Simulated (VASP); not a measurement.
# Co2H2C in VASP: single point with PBE+U

Aim: the single point of Co2H2C with PBE+U.

All numbers are computed with VASP 6.6.1; they aren't measurements. Logs are shortened: lines on timing, memory, paths and dates and some standing lists are left out, and cuts for length are marked.

### 1 The cell of the first run

The typed cell holds 10 atoms: a = 3.396 Å, b = 4.853 Å, c = 4.853 Å, α = 74.60°, β = 69.52°, γ = 69.52°.

### 2 Single point, PBE+U, collinear spin, ferrimagnetic start

Contents of INCAR:

```
  PREC = Accurate
  ENCUT = 520
  EDIFF = 1E-6
  ISMEAR = -1
  SIGMA = 0.1
  LREAL = F
  LASPH = T
  NELM = 150
  ALGO = Normal
  ISIF = 2
  LWAVE = F
  LCHARG = T
  ISPIN = 2
  MAGMOM = 3 3 3 -3 0 0 0 0 0 0
  LORBIT = 11
  LMAXMIX = 4
  LDAU = T
  LDAUTYPE = 2
  LDAUL = 2 -1 -1
  LDAUU = 4.37 0 0
  LDAUJ = 0 0 0
  LDAUPRINT = 1
  GGA = PE
  LELF = T
  LVHAR = T
  NBANDS = 39
  ISYM = 0
```

Contents of KPOINTS:

```
Automatic mesh
0
Gamma
  6 4 4
  0 0.5 0.5
```

Contents of POSCAR:

```
Co2H2C
1.0
    1.6978062900      2.9406868100      0.0000000000
   -1.6978052800      2.9406868100      3.4666825800
    3.3956115700      0.0000000000      3.4666825800
Co H C
4 4 2
Direct
    0.2500000000      0.4167000000      0.0833000000
    0.7500000000      0.9167000000      0.5833000000
    0.2499500000      0.0833500000      0.4166500000
    0.7499500000      0.5833500000      0.9166500000
    0.0000000000      0.3333000000      0.6667000000
    0.5000000000      0.8333000000      0.1667000000
    0.0000500000      0.6666500000      0.3333500000
    0.5000500000      0.1666500000      0.8333500000
    0.0000000000      0.0000000000      0.0000000000
    0.5000000000      0.5000000000      0.5000000000
```

Potentials or basis: VASP PAW PBE potentials, release 64 (Co, H, C).

The run is started by

```sh
cat potpaw_PBE.64/Co/POTCAR potpaw_PBE.64/H/POTCAR potpaw_PBE.64/C/POTCAR > POTCAR
mpirun -np 1 vasp_std > vasp.out
```

OUTCAR:

```text
PREC = Accurate
   ENCUT = 520
   EDIFF = 1E-6
   ISMEAR = -1
   LREAL = F
   LASPH = T
   NELM = 150
   ISIF = 2
   ISPIN = 2
   LORBIT = 11
   GGA = PE
   ISYM = 0

 ion  position               nearest neighbor table
   1  0.250  0.417  0.083-   7 1.73   8 1.73   4 1.96   3 1.96   4 1.96
   2  0.750  0.917  0.583-   7 1.73   8 1.73   3 1.96   4 1.96   3 1.96
   3  0.250  0.083  0.417-   5 1.73   6 1.73   2 1.96   1 1.96   2 1.96
   4  0.750  0.583  0.917-   5 1.73   6 1.73   1 1.96   2 1.96   1 1.96
   5  0.000  0.333  0.667-   3 1.73   4 1.73
   6  0.500  0.833  0.167-   3 1.73   4 1.73
   7  0.000  0.667  0.333-   1 1.73   2 1.73
   8  0.500  0.167  0.833-   1 1.73   2 1.73
   9  0.000  0.000  0.000-
  10  0.500  0.500  0.500-

IMPORTANT INFORMATION: All symmetrisations will be switched off!
NOSYMM: (Re-)initialisation of all symmetry stuff for point group C_1.

----------------------------------------------------------------------------------------

                                     Primitive cell

  volume of cell :      69.2326

  direct lattice vectors                    reciprocal lattice vectors
     1.697806290  2.940686810  0.000000000     0.147248880  0.255042435 -0.144230107
    -1.697805280  2.940686810  3.466682580    -0.147248880  0.085014179  0.144230107
     3.395611570  0.000000000  3.466682580     0.147248880 -0.085014179  0.144230107

  length of vectors
     3.395612627  4.852635345  4.852634959     0.327919503  0.222961806  0.222961806

  position of ions in fractional coordinates (direct lattice)
     0.250000000  0.416700000  0.083300000
     0.750000000  0.916700000  0.583300000
     0.249950000  0.083350000  0.416650000
     0.749950000  0.583350000  0.916650000
     0.000000000  0.333300000  0.666700000
     0.500000000  0.833300000  0.166700000
     0.000050000  0.666650000  0.333350000
     0.500050000  0.166650000  0.833350000
     0.000000000  0.000000000  0.000000000
     0.500000000  0.500000000  0.500000000

  ion indices of the primitive-cell ions
   primitive index   ion index
                 1           1
                 2           2
                 3           3
                 4           4
                 5           5
                 6           6
                 7           7
                 8           8
                 9           9
                10          10

[... 268 lines left out ...]

 Free energy of the ion-electron system (eV)
  ---------------------------------------------------
  ext. energy  EPLUGINS =         0.00000000
  ---------------------------------------------------
  free energy    TOTEN  =       -28.99488713 eV

  energy without entropy =      -28.89271236  energy(sigma->0) =      -28.94379974

 E-fermi :   8.5784     XC(G=0): -12.7235

 val. band max:        8.5774484034   @ k =   0.5000  -0.3750   0.3750
 cond. band min:       8.5847153132   @ k =   0.5000  -0.1250   0.1250
 fundamental gap:      0.0072669098
 Fermi energy:         8.5783712125

 spin component 1

 k-point     1 :       0.0000    0.1250    0.1250
  band No.  band energies     occupation
      1      -5.1862      1.00000
      2      -2.0023      1.00000
      3       0.0157      1.00000
      4       1.7188      1.00000
      5       1.8690      1.00000
      6       2.0286      1.00000
[... 1865 lines left out ...]
     35      13.9197      0.00000
     36      17.2822      0.00000

 [... further k-points ...]

 [bands above 36 left out]

------------------------ aborting loop because EDIFF is reached ----------------------------------------

  FORCE on cell =-STRESS in cart. coord.  units (eV):
  Direction    XX          YY          ZZ          XY          YZ          ZX
  --------------------------------------------------------------------------------------
  -------------------------------------------------------------------------------------
  Total       21.8407436     22.3552078     -3.9803695      0.4257492     -0.0332668     -0.0189974
  in kB      505.4371387    517.3428378    -92.1134647      9.8526626     -0.7698580     -0.4396376
  external PRESSURE =     310.2221706 kB  Pullay stress =       0.0000000 kB

 VOLUME and BASIS-vectors are now :
 -----------------------------------------------------------------------------
  energy-cutoff  :      520.00
  volume of cell :       69.23
      direct lattice vectors                 reciprocal lattice vectors
     1.697806290  2.940686810  0.000000000     0.147248880  0.255042435 -0.144230107
    -1.697805280  2.940686810  3.466682580    -0.147248880  0.085014179  0.144230107
     3.395611570  0.000000000  3.466682580     0.147248880 -0.085014179  0.144230107

 POSITION                                       TOTAL-FORCE (eV/Angst)
 -----------------------------------------------------------------------------------
     -0.00017      1.96056      1.73334         0.812748     -0.473696     -0.000031
      1.69764      4.90124      5.20002        -1.005532      0.578038      0.000071
      1.69764      0.98013      1.73334        -0.121975      0.073031      0.000011
      3.39544      3.92082      5.20002         0.450144     -0.256506      0.000021
      1.69798      0.98013      3.46668         0.023232     -0.012785      0.108474
      0.00017      3.92082      3.46668         0.022982     -0.013282     -0.108419
      0.00017      1.96056      3.46668        -0.010385      0.007857     -0.008891
      3.39578      1.96056      3.46668        -0.011852      0.005300      0.008828
      0.00000      0.00000      0.00000        -0.072558      0.058340      0.011686
      1.69781      2.94069      3.46668        -0.086803      0.033704     -0.011750
 -----------------------------------------------------------------------------------
    total drift:                                0.000020     -0.000009     -0.000005

  FREE ENERGIE OF THE ION-ELECTRON SYSTEM (eV)
  ---------------------------------------------------
  free  energy   TOTEN  =       -28.9948871262 eV

  energy  without entropy=      -28.8927123576  energy(sigma->0) =      -28.94379974

 total charge

# of ion       s       p       d       tot
------------------------------------------
    1        0.523   0.530   7.748   8.801
    2        0.522   0.542   7.725   8.789
    3        0.537   0.544   7.655   8.736
    4        0.525   0.553   7.710   8.787
    5        0.456   0.028   0.000   0.484
    6        0.456   0.028   0.000   0.484
    7        0.457   0.028   0.000   0.484
    8        0.457   0.028   0.000   0.484
    9        0.996   1.092   0.000   2.088
   10        0.996   1.092   0.000   2.088
--------------------------------------------------
tot          5.923   4.465  30.837  41.226

 magnetization (x)

# of ion       s       p       d       tot
------------------------------------------
    1        0.013  -0.004   1.426   1.435
    2       -0.001   0.003   1.627   1.629
    3       -0.022   0.000   1.874   1.853
    4       -0.029  -0.021  -1.300  -1.350
    5        0.007  -0.001   0.000   0.006
    6        0.007  -0.001   0.000   0.006
    7       -0.013  -0.000   0.000  -0.014
    8       -0.013  -0.000   0.000  -0.014
    9        0.009   0.024   0.000   0.033
   10        0.009   0.024   0.000   0.033
--------------------------------------------------
tot         -0.032   0.025   3.627   3.619
```

stdout:

```text
POSCAR found type information on POSCAR CoH C
 POSCAR found :  3 types and      10 ions
 scaLAPACK will be used
 LDA part: xc-table for (Slater+PW92), standard interpolation
 -----------------------------------------------------------------------------
|                                                                             |
|           W    W    AA    RRRRR   N    N  II  N    N   GGGG   !!!           |
|           W    W   A  A   R    R  NN   N  II  NN   N  G    G  !!!           |
|           W    W  A    A  R    R  N N  N  II  N N  N  G       !!!           |
|           W WW W  AAAAAA  RRRRR   N  N N  II  N  N N  G  GGG   !            |
|           WW  WW  A    A  R   R   N   NN  II  N   NN  G    G                |
|           W    W  A    A  R    R  N    N  II  N    N   GGGG   !!!           |
|                                                                             |
|     Your reciprocal lattice and k-lattice belong to different lattice       |
|     classes:                                                                |
|                                                                             |
|        The reciprocal lattice is face-centered orthorhombic,                |
|        whereas your k-lattice is base-centered monoclinic.                  |
|                                                                             |
|     Results are often still useful ...                                      |
|                                                                             |
 -----------------------------------------------------------------------------

 POSCAR, INCAR and KPOINTS ok, starting setup
 FFT: planning ... GRIDC
 FFT: planning ... GRID_SOFT
 FFT: planning ... GRID
 WAVECAR not read
 entering main loop
```

Wall time 15 min (1 thread of Intel Xeon 6975P-C, shared host); peak memory 0.34 GiB.

What came out:

* Free energy: -28.9949 eV
* Pressure: 31.0 GPa
* Largest force: 1.160 eV/Å
* Net moment: 3.64 μB per cell
* Site moments: Co +1.44, +1.63, +1.85, -1.35; H +0.01, -0.01; C +0.03 μB
* Valence electrons inside the program's atomic spheres: Co 8.80, 8.79, 8.74; H 0.48; C 2.09

Forces in eV/Å, atoms in the order of the input:
```
Co   0.813 -0.474  0.000
Co  -1.006  0.578  0.000
Co  -0.122  0.073  0.000
Co   0.450 -0.257  0.000
H    0.023 -0.013  0.108
H    0.023 -0.013 -0.108
H   -0.010  0.008 -0.009
H   -0.012  0.005  0.009
C   -0.073  0.058  0.012
C   -0.087  0.034 -0.012
```

Stress tensor (GPa, compression positive):
```
50.54  0.99 -0.04
 0.99 51.73 -0.08
-0.04 -0.08 -9.21
```

Levels at points of the mesh, in eV from the Fermi level:
Spin up:
```
           k point  band 23  band 24  band 25  band 26  band 27  band 28  band 29  band 30
(0.00, 0.12, 0.12)    -1.50    -1.31    -0.58    -0.32     0.01     0.36     0.61     1.84
```
Spin down:
| k point | band 20 | band 21 | band 22 | band 23 | band 24 | band 25 |
| --- | --- | --- | --- | --- | --- | --- |
| (0.00, 0.12, 0.12) | -1.07 | -0.36 | -0.14 | -0.13 | 0.21 | 0.60 |

Eigenvalues of the final occupation matrices:
```
    site  spin  trace               eigenvalues
site 1 d     1   4.61  0.86 0.88 0.94 0.96 0.96
site 1 d     2   3.18  0.12 0.62 0.73 0.85 0.86
site 2 d     1   4.70  0.89 0.94 0.95 0.96 0.96
site 2 d     2   3.07  0.17 0.65 0.70 0.70 0.86
site 3 d     1   4.78  0.92 0.96 0.97 0.97 0.97
site 3 d     2   2.91  0.23 0.43 0.70 0.72 0.83
site 4 d     1   3.23  0.13 0.38 0.87 0.91 0.93
site 4 d     2   4.53  0.88 0.88 0.91 0.93 0.93
```

Caveat: the U is typed as a test and isn't derived for this compound; forces of over 1 eV/Å act on the atoms, so gaps and moduli don't describe the material at rest.
